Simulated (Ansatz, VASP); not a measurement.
One calculation of Ag, two programs

```
CELL_PARAMETERS angstrom
-2.66797 2.66797 2.66797
2.66797 -2.66797 2.66797
2.66797 2.66797 -2.66797
ATOMIC_POSITIONS crystal
Ag 0.00000 0.50000 0.50000
Ag 0.50000 0.00000 0.50000
Ag 0.50000 0.50000 0.00000
```

Alike in both runs: functional PBE; k mesh 12 × 12 × 12; occupations gaussian, width 0.1 eV; no spin polarisation.

Ansatz relaxed the structure, and its values are those at the end. VASP's run is a single point on that final structure, the one shown.

|  | VASP | Ansatz |
| --- | --- | --- |
| version | VASP 6.6.1 | Ansatz 0.2.0 |
| potentials or method | VASP PAW PBE potentials, release 64 (Ag), cutoff 520 eV | scalar-relativistic, plane waves, PAW |
| valence electrons in the cell | 33 | 57 |

|  | VASP | Ansatz | Ansatz less VASP |
| --- | --- | --- | --- |
| gap on the k mesh at the Fermi level (eV) | none | none | - |
| pressure (GPa) | 0.0 | 0.0 | +0.03 |

A gap of «none» marks a metal or a gap that the smearing closes. VASP's potentials hold 33 valence electrons a cell and Ansatz's 57, so a difference there can come from the potentials and not from the codes.
